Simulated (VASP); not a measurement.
# BN (F-43m) in VASP: notebook, part 2 of 2

VASP 6.6.1. The steps go on from the part before.

## (3) Relaxation of cell and atoms, PBE, target pressure 162 GPa, at which the enthalpy is minimised

This run uses another cell than the first one, of 4.56 Å³/atom.

INCAR

```
  ALGO = Normal
  EDIFF = 1E-7
  EDIFFG = -0.002
  ENCUT = 600
  GGA = PE
  GGA_COMPAT = F
  IBRION = 2
  ISIF = 3
  ISMEAR = 0
  LASPH = T
  LCHARG = F
  LREAL = F
  LWAVE = F
  NELM = 120
  NELMIN = 4
  NSW = 80
  PREC = Accurate
  PSTRESS = 1620.0
  SIGMA = 0.01
```

KPOINTS

```
k-points
0
Gamma
  12 12 12
```

POSCAR

```
BN
1.0
    0.0000000000      1.6582059778      1.6582059778
    1.6582059778      0.0000000000      1.6582059778
    1.6582059778      1.6582059778      0.0000000000
B N
1 1
Direct
    0.0000000000      0.0000000000      0.0000000000
    0.2500000000      0.2500000000      0.2500000000
```

Potentials or basis: VASP PAW PBE potentials, release 64 (B, N).

The run is started by

```sh
> cat potpaw_PBE.64/B/POTCAR potpaw_PBE.64/N/POTCAR > POTCAR
> mpirun -np 1 vasp_std > vasp.out
```

OUTCAR:

```text
EDIFF = 1E-7
   EDIFFG = -0.002
   ENCUT = 600
   GGA = PE
   IBRION = 2
   ISIF = 3
   ISMEAR = 0
   LASPH = T
   LREAL = F
   NELM = 120
   NELMIN = 4
   NSW = 80
   PREC = Accurate
   PSTRESS = 1620.0

 ion  position               nearest neighbor table
   1  0.000  0.000  0.000-   2 1.44   2 1.44   2 1.44   2 1.44
   2  0.250  0.250  0.250-   1 1.44   1 1.44   1 1.44   1 1.44

  LATTYP: Found a face centered cubic cell.
 ALAT       =     3.3164119556

  Lattice vectors:

 A1 = (   0.0000000000,   1.6582059778,   1.6582059778)
 A2 = (   1.6582059778,   0.0000000000,   1.6582059778)
 A3 = (   1.6582059778,   1.6582059778,   0.0000000000)

Analysis of symmetry for initial positions (statically):
=====================================================================
 Subroutine PRICEL returns:
 Original cell was already a primitive cell.

 Routine SETGRP: Setting up the symmetry group for a
 face centered cubic supercell.

 Subroutine GETGRP returns: Found 24 space group operations
 (whereof 24 operations were pure point group operations)
 out of a pool of 48 trial point group operations.

The static configuration has the point symmetry T_d .

Analysis of symmetry for dynamics (positions and initial velocities):
=====================================================================
 Subroutine PRICEL returns:
 Original cell was already a primitive cell.

 Routine SETGRP: Setting up the symmetry group for a
 face centered cubic supercell.

 Subroutine GETGRP returns: Found 24 space group operations
 (whereof 24 operations were pure point group operations)
 out of a pool of 48 trial point group operations.

The dynamic configuration has the point symmetry T_d .

 Subroutine INISYM returns: Found 24 space group operations
 (whereof 24 operations are pure point group operations),
 and found     1 'primitive' translations

----------------------------------------------------------------------------------------

                                     Primitive cell

  volume of cell :       9.1190

  direct lattice vectors                    reciprocal lattice vectors
     0.000000000  1.658205978  1.658205978    -0.301530694  0.301530694  0.301530694
     1.658205978  0.000000000  1.658205978     0.301530694 -0.301530694  0.301530694
     1.658205978  1.658205978  0.000000000     0.301530694  0.301530694 -0.301530694

  length of vectors
     2.345057383  2.345057383  2.345057383     0.522266483  0.522266483  0.522266483

  position of ions in fractional coordinates (direct lattice)
     0.000000000  0.000000000  0.000000000
     0.250000000  0.250000000  0.250000000

  ion indices of the primitive-cell ions
   primitive index   ion index
                 1           1
                 2           2

----------------------------------------------------------------------------------------

 KPOINTS: k-points

[... 29 lines left out ...]
  0.416667  0.000000  0.000000      8.000000
[... 16 lines left out ...]
  0.500000  0.166667  0.000000     24.000000
 -0.416667  0.166667  0.000000     24.000000
 [... further k-points ...]
   k-points           NKPTS =     72   k-points in BZ     NKDIM =     72   number of bands    NBANDS=      8
   number of dos      NEDOS =    301   number of ions     NIONS =      2
   total plane-waves  NPLWV =   8000
   dimension x,y,z NGX =    20 NGY =   20 NGZ =   20
   dimension x,y,z NGXF=    40 NGYF=   40 NGZF=   40
   ions per type =               1   1
   NGX,Y,Z   is equivalent  to a cutoff of  14.18, 14.18, 14.18 a.u.
   NGXF,Y,Z  is equivalent  to a cutoff of  28.36, 28.36, 28.36 a.u.
 SYSTEM =  unknown system
   PREC   = accura    normal or accurate (medium, high low for compatibility)
   ISTART =      0    job   : 0-new  1-cont  2-samecut
   ICHARG =      2    charge: 1-file 2-atom 10-const
   ISPIN  =      1    spin polarized calculation?
   LNONCOLLINEAR =      F non collinear calculations
   LSORBIT =      F    spin-orbit coupling
   LASPH  =      T    aspherical Exc in radial PAW
   ENCUT  =  600.0 eV  44.10 Ry    6.64 a.u.   4.68  4.68  4.68*2*pi/ulx,y,z
   NELM   =    120;   NELMIN=  4; NELMDL= -5     # of ELM steps
   EDIFF  = 0.1E-06   stopping-criterion for ELM
   LREAL  =      F    real-space projection
   EDIFFG = -.2E-02   stopping-criterion for IOM
   NSW    =     80    number of steps for IOM
   IBRION =      2    ionic relax: 0-MD 1-quasi-New 2-CG
   NFREE  =      1    steps in history (QN), initial steepest desc. (CG)
   ISIF   =      3    stress and relaxation
   ISYM   =      2    0-nonsym 1-usesym 2-fastsym
   POTIM  = 0.5000    time-step for ionic-motion
   TEBEG  =    0.0;   TEEND  =   0.0 temperature during run
   PSTRESS= 1620.0 pullay stress
   NELECT =       8.0000    total number of electrons
   NUPDOWN=      -1.0000    fix difference up-down
   EMIN   =  10.00;   EMAX   =-10.00  energy-range for DOS
   EFERMI =   0.00;   METHOD = LEGACY
   ISMEAR =     0;   SIGMA  =   0.01  broadening in eV -4-tet -1-fermi 0-gaus
   EFERMI_NEDOS =   21; number of points for ismear=-14 and -15
   IALGO  =     38    algorithm
   IMIX   =      4    mixing-type and parameters
     AMIX     =   0.40;   BMIX     =  1.00
     AMIX_MAG =   1.60;   BMIX_MAG =  1.00
  volume/ion in A,a.u.               =       4.56        30.77
  Fermi-wavevector in a.u.,A,eV,Ry     =   1.567195  2.961569 33.417269  2.456100
  Thomas-Fermi vector in A             =   2.669411
   LORBIT       =      0    0 simple, 1 ext, 2 COOP (PROOUT), +10 PAW based schemes
   GGA     = PE    functional components
   LHFCALC =     F    Hartree Fock is set to
   AEXX    =    0.0000 exact exchange contribution
   IVDW    =     0    specifies the selected vdW correction
   LEPSILON=     F    determine dielectric tensor
   LRPA    =     F    only Hartree local field effects (RPA)
 conjugate gradient relaxation of ions
 non-spin polarized calculation
 Gauss-broadening in eV      SIGMA  =   0.01
  energy-cutoff  :      600.00
  volume of cell :        9.12
 maximum number of plane-waves:       316
   NGX =  9   NGY =  9   NGZ =  9

--------------------------------------- Ionic step        1  -------------------------------------------

 number of electron       7.9999999 magnetization

 Free energy of the ion-electron system (eV)
  ---------------------------------------------------
  ext. energy  EPLUGINS =         0.00000000
  ---------------------------------------------------
  free energy    TOTEN  =       -16.30128564 eV

  energy without entropy =      -16.30128564  energy(sigma->0) =      -16.30128564

------------------------ aborting loop because EDIFF is reached ----------------------------------------

  FORCE on cell =-STRESS in cart. coord.  units (eV):
  Direction    XX          YY          ZZ          XY          YZ          ZX
  --------------------------------------------------------------------------------------
  -------------------------------------------------------------------------------------
  Total        9.1863084      9.1863084      9.1863084     -0.0000000     -0.0000000     -0.0000000
  in kB     1614.0098430   1614.0098430   1614.0098430     -0.0000000     -0.0000000     -0.0000000
  external PRESSURE =      -5.9901570 kB  Pullay stress =    1620.0000000 kB
[... 63 lines left out ...]
--------------------------------------- Ionic step        3  -------------------------------------------

 number of electron       7.9999999 magnetization

 Free energy of the ion-electron system (eV)
  ---------------------------------------------------
  ext. energy  EPLUGINS =         0.00000000
  ---------------------------------------------------
  free energy    TOTEN  =       -16.29496878 eV

  energy without entropy =      -16.29496878  energy(sigma->0) =      -16.29496878

 E-fermi :  11.0311     XC(G=0): -14.1497

 val. band max:       10.9542953905   @ k =   0.0000   0.0000   0.0000
 cond. band min:      15.6459631098   @ k =   0.5000   0.5000   0.0000
 fundamental gap:      4.6916677193
 Fermi energy:        11.0310513178

 k-point     1 :       0.0000    0.0000    0.0000
  band No.  band energies     occupation
      1     -12.5419      2.00000
      2      10.9543      2.00000
      3      10.9543      2.00000
      4      10.9543      2.00000
      5      21.0140      0.00000
      6      21.0140      0.00000
      7      21.0140      0.00000
      8      25.8559      0.00000
[... 243 lines left out ...]
 k-point    24 :      -0.4167    0.1667    0.0000
  band No.  band energies     occupation
      1      -6.5440      2.00000
      2      -1.5226      2.00000
      3       5.8670      2.00000
      4       7.6265      2.00000
      5      21.4425      0.00000
      6      25.1918      0.00000
      7      26.6892      0.00000
      8      30.2688      0.00000

 [... further k-points ...]

------------------------ aborting loop because EDIFF is reached ----------------------------------------

  FORCE on cell =-STRESS in cart. coord.  units (eV):
  Direction    XX          YY          ZZ          XY          YZ          ZX
  --------------------------------------------------------------------------------------
  -------------------------------------------------------------------------------------
  Total        9.2148230      9.2148230      9.2148230      0.0000000      0.0000000     -0.0000000
  in kB     1620.1318259   1620.1318259   1620.1318259      0.0000000      0.0000000     -0.0000000
  external PRESSURE =       0.1318259 kB  Pullay stress =    1620.0000000 kB
[... 21 lines left out ...]
  energy  without entropy=      -16.2949687772  energy(sigma->0) =      -16.29496878

  enthalpy is  TOTEN    =        -7.0808955365 eV   P V=        9.2140732407

 reached required accuracy - stopping structural energy minimisation
```

OSZICAR:

```text
N       E                     dE             d eps       ncg     rms          rms(c)
DAV:   1     0.155197425483E+02    0.15520E+02   -0.60927E+03  1224   0.115E+03
DAV:   2    -0.175841582459E+02   -0.33104E+02   -0.31292E+02  1576   0.223E+02
DAV:   3    -0.177858746768E+02   -0.20172E+00   -0.20172E+00  1392   0.196E+01
DAV:   4    -0.177860100496E+02   -0.13537E-03   -0.13537E-03  1536   0.456E-01
[... 18 lines left out ...]
DAV:   1    -0.162950130256E+02   -0.16526E-01   -0.15136E-03  1248   0.428E-01    0.498E-02
DAV:   2    -0.162949730710E+02    0.39955E-04   -0.13725E-04  1328   0.107E-01    0.166E-02
DAV:   3    -0.162949696165E+02    0.34546E-05   -0.10318E-05  1424   0.296E-02    0.559E-03
DAV:   4    -0.162949688658E+02    0.75062E-06   -0.56109E-07  1384   0.836E-03    0.167E-03
DAV:   5    -0.162949687772E+02    0.88611E-07   -0.23177E-08   576   0.143E-03
   3 F= -.70808955E+01 E0= -.70808955E+01  d E =-.119159E-04
```

Run time: 13 s. Hardware: 1 thread of Intel Xeon 6975P-C (Granite Rapids), shared host; peak memory 0.12 GiB.

What came out:

```yaml
Free_energy: -16.2950 eV
Relaxed_volume: 4.56 Å³/atom
Relaxed_cell: a = 2.345 Å, b = 2.345 Å, c = 2.345 Å, α = 60.00°, β = 60.00°, γ = 60.00°
Space_group_after_relaxing_to_0.1_Å: F-43m (No. 216)
Energy_change_on_relaxing_the_run_minimises_the_enthalpy: +3.2 meV/atom
Ionic_steps: 3
Pressure_after_relaxing: 162.0 GPa
Band_gap_on_the_k_mesh: 4.69 eV (least direct gap 10.06 eV)
```

The path:
```
step  energy change (eV)  largest force (eV/Å)  pressure (GPa)  volume (Å³)
   1              0.0000                0.0000          161.40         9.12
   2              0.0228                0.0000          163.61         9.10
   3              0.0063                0.0000          162.01         9.11
```

Final structure:
```
B N
1.0
     0.00000    1.65783    1.65783
     1.65783    0.00000    1.65783
     1.65783    1.65783    0.00000
B N
1 1
Direct
  0.00000 0.00000 0.00000
  0.25000 0.25000 0.25000
```

Caveat: the cell is relaxed towards a set pressure, so the run minimises the enthalpy, not the energy.

## (4) Relaxation of cell and atoms, PBE, target pressure 102 GPa, at which the enthalpy is minimised

This run uses another cell than the first one, of 4.91 Å³/atom.

INCAR

```
SYSTEM = BN
PREC = Accurate
ENCUT = 600
EDIFF = 1E-7
ISMEAR = 0
SIGMA = 0.01
LREAL = .FALSE.
LASPH = .TRUE.
NELM = 120
ALGO = Normal
ISIF = 3
LWAVE = .FALSE.
LCHARG = .FALSE.
GGA = PE
IBRION = 2
NSW = 80
EDIFFG = -0.002
PSTRESS = 1020.0
GGA_COMPAT = .FALSE.
NELMIN = 4
```

KPOINTS

```
Automatic mesh
0
G
  12 12 12
  0 0 0
```

POSCAR

```
BN
1.0
    0.0000000000      1.6993219358      1.6993219358
    1.6993219358      0.0000000000      1.6993219358
    1.6993219358      1.6993219358      0.0000000000
B N
1 1
Direct
    0.0000000000      0.0000000000      0.0000000000
    0.2500000000      0.2500000000      0.2500000000
```

Potentials or basis: VASP PAW PBE potentials, release 64 (B, N).

The run is started by

```sh
> cat potpaw_PBE.64/B/POTCAR potpaw_PBE.64/N/POTCAR > POTCAR
> mpirun -np 1 vasp_std > vasp.out
```

OUTCAR:

```text
SYSTEM = BN
   PREC = Accurate
   ENCUT = 600
   EDIFF = 1E-7
   ISMEAR = 0
   LREAL = .FALSE.
   LASPH = .TRUE.
   NELM = 120
   ISIF = 3
   GGA = PE
   IBRION = 2
   NSW = 80
   EDIFFG = -0.002
   PSTRESS = 1020.0
   NELMIN = 4

 ion  position               nearest neighbor table
   1  0.000  0.000  0.000-   2 1.47   2 1.47   2 1.47   2 1.47
   2  0.250  0.250  0.250-   1 1.47   1 1.47   1 1.47   1 1.47

  LATTYP: Found a face centered cubic cell.
 ALAT       =     3.3986438716

  Lattice vectors:

 A1 = (   0.0000000000,   1.6993219358,   1.6993219358)
 A2 = (   1.6993219358,   0.0000000000,   1.6993219358)
 A3 = (   1.6993219358,   1.6993219358,   0.0000000000)

Analysis of symmetry for initial positions (statically):
=====================================================================
 Subroutine PRICEL returns:
 Original cell was already a primitive cell.

 Routine SETGRP: Setting up the symmetry group for a
 face centered cubic supercell.

 Subroutine GETGRP returns: Found 24 space group operations
 (whereof 24 operations were pure point group operations)
 out of a pool of 48 trial point group operations.

The static configuration has the point symmetry T_d .

Analysis of symmetry for dynamics (positions and initial velocities):
=====================================================================
 Subroutine PRICEL returns:
[... 164 lines left out ...]
  --------------------------------------------------------------------------------------
  -------------------------------------------------------------------------------------
  Total        6.2826611      6.2826611      6.2826611      0.0000000      0.0000000      0.0000000
  in kB     1025.6453845   1025.6453845   1025.6453845      0.0000000      0.0000000      0.0000000
  external PRESSURE =       5.6453845 kB  Pullay stress =    1020.0000000 kB
[... 25 lines left out ...]
--------------------------------------- Ionic step        2  -------------------------------------------

 number of electron       8.0000000 magnetization

 E-fermi :  10.0099     XC(G=0): -13.7473

 val. band max:        9.8266572779   @ k =   0.0000   0.0000   0.0000
 cond. band min:      14.4577604398   @ k =   0.5000   0.5000   0.0000
 fundamental gap:      4.6311031619
 Fermi energy:        10.0098792009

 k-point     1 :       0.0000    0.0000    0.0000
  band No.  band energies     occupation
      1     -12.6368      2.00000
      2       9.8267      2.00000
      3       9.8267      2.00000
      4       9.8267      2.00000
      5      19.5194      0.00000
      6      19.5194      0.00000
      7      19.5194      0.00000
      8      23.3123      0.00000
[... 290 lines left out ...]
--------------------------------------- Ionic step        3  -------------------------------------------

 number of electron       8.0000000 magnetization

 Free energy of the ion-electron system (eV)
  ---------------------------------------------------
  ext. energy  EPLUGINS =         0.00000000
  ---------------------------------------------------
  free energy    TOTEN  =       -16.87550455 eV

  energy without entropy =      -16.87550455  energy(sigma->0) =      -16.87550455

 E-fermi :   9.8901     XC(G=0): -13.7562

 val. band max:        9.8512492189   @ k =   0.0000   0.0000   0.0000
 cond. band min:      14.4838130057   @ k =   0.5000   0.5000   0.0000
 fundamental gap:      4.6325637868
 Fermi energy:         9.8900647914

 k-point     1 :       0.0000    0.0000    0.0000
  band No.  band energies     occupation
      1     -12.6348      2.00000
      2       9.8512      2.00000
      3       9.8512      2.00000
      4       9.8512      2.00000
      5      19.5522      0.00000
      6      19.5522      0.00000
      7      19.5522      0.00000
      8      23.3681      0.00000
[... 286 lines left out ...]
  energy  without entropy=      -16.8755045461  energy(sigma->0) =      -16.87550455

  enthalpy is  TOTEN    =       -10.6225685117 eV   P V=        6.2529360343

 reached required accuracy - stopping structural energy minimisation
```

OSZICAR:

```text
N       E                     dE             d eps       ncg     rms          rms(c)
DAV:   1     0.142337361488E+02    0.14234E+02   -0.59358E+03  1192   0.113E+03
DAV:   2    -0.179482245604E+02   -0.32182E+02   -0.31276E+02  1536   0.221E+02
DAV:   3    -0.181834830273E+02   -0.23526E+00   -0.23526E+00  1424   0.210E+01
[... 20 lines left out ...]
DAV:   1    -0.168755460743E+02    0.10686E-01   -0.14576E-03  1256   0.412E-01    0.489E-02
DAV:   2    -0.168755072072E+02    0.38867E-04   -0.14888E-04  1368   0.107E-01    0.154E-02
DAV:   3    -0.168755047937E+02    0.24135E-05   -0.85053E-06  1448   0.273E-02    0.544E-03
DAV:   4    -0.168755044930E+02    0.30061E-06   -0.61508E-07  1392   0.830E-03    0.157E-03
DAV:   5    -0.168755045461E+02   -0.53011E-07   -0.22662E-08   576   0.139E-03
   3 F= -.10622569E+02 E0= -.10622569E+02  d E =-.132598E-04
```

CONTCAR:

```text
BN
   1.00000000000000
     0.0000000000000000    1.6997620695212756    1.6997620695212756
     1.6997620695212756    0.0000000000000000    1.6997620695212756
     1.6997620695212756    1.6997620695212756    0.0000000000000000
  B               N
     1     1
Direct
     0.0000000000000000    0.0000000000000000    0.0000000000000000
     0.2500000000000000    0.2500000000000000    0.2500000000000000

  0.00000000E+00  0.00000000E+00  0.00000000E+00
  0.00000000E+00  0.00000000E+00  0.00000000E+00
```

Wall time 13 s (1 thread of Intel Xeon 6975P-C (Granite Rapids), shared host); peak memory 0.12 GiB.

Results:

* Free energy: -16.8755 eV
* Relaxed volume: 4.91 Å³/atom
* Relaxed cell: a = 2.404 Å, b = 2.404 Å, c = 2.404 Å, α = 60.00°, β = 60.00°, γ = 60.00°
* Space group after relaxing (to 0.1 Å): F-43m (No. 216)
* Energy change on relaxing (the run minimises the enthalpy): -2.4 meV/atom
* Ionic steps: 3
* Pressure after relaxing: 102.0 GPa
* Band gap on the k mesh: 4.63 eV (least direct gap 9.70 eV)

The path:
```tsv
step	energy change (eV)	largest force (eV/Å)	pressure (GPa)	volume (Å³)
1	0.0000	0.0000	102.56	9.81
2	-0.0156	0.0000	100.79	9.84
3	-0.0049	0.0000	102.01	9.82
```

Final structure:
```
B N
1.0
     0.00000    1.69976    1.69976
     1.69976    0.00000    1.69976
     1.69976    1.69976    0.00000
B N
1 1
Direct
  0.00000 0.00000 0.00000
  0.25000 0.25000 0.25000
```

Caveat: the cell is relaxed towards a set pressure, so the run minimises the enthalpy, not the energy. A k mesh can miss the band edges.

## (5) Summary

```tsv
cell	gap on the mesh (eV)	pressure (GPa)
relaxed to 51.9 GPa from a = 2.468 Å, angles 60.0°, 2 atoms	4.56	51.9
relaxed to 162 GPa from a = 2.345 Å, angles 60.0°, 2 atoms	4.69	162.0
relaxed to 102 GPa from a = 2.403 Å, angles 60.0°, 2 atoms	4.63	102.0
```

Alike in all rows: task relaxation of cell and atoms; level PBE; potentials or basis VASP PAW PBE potentials, release 64 (B, N); no spin polarisation; k mesh 12 × 12 × 12; cutoff (eV) 600; smearing gaussian 0.01 eV.

Caveats: the cell is relaxed towards a set pressure, so the run minimises the enthalpy, not the energy.

Absolute energies hang on the potentials; compare differences alone.
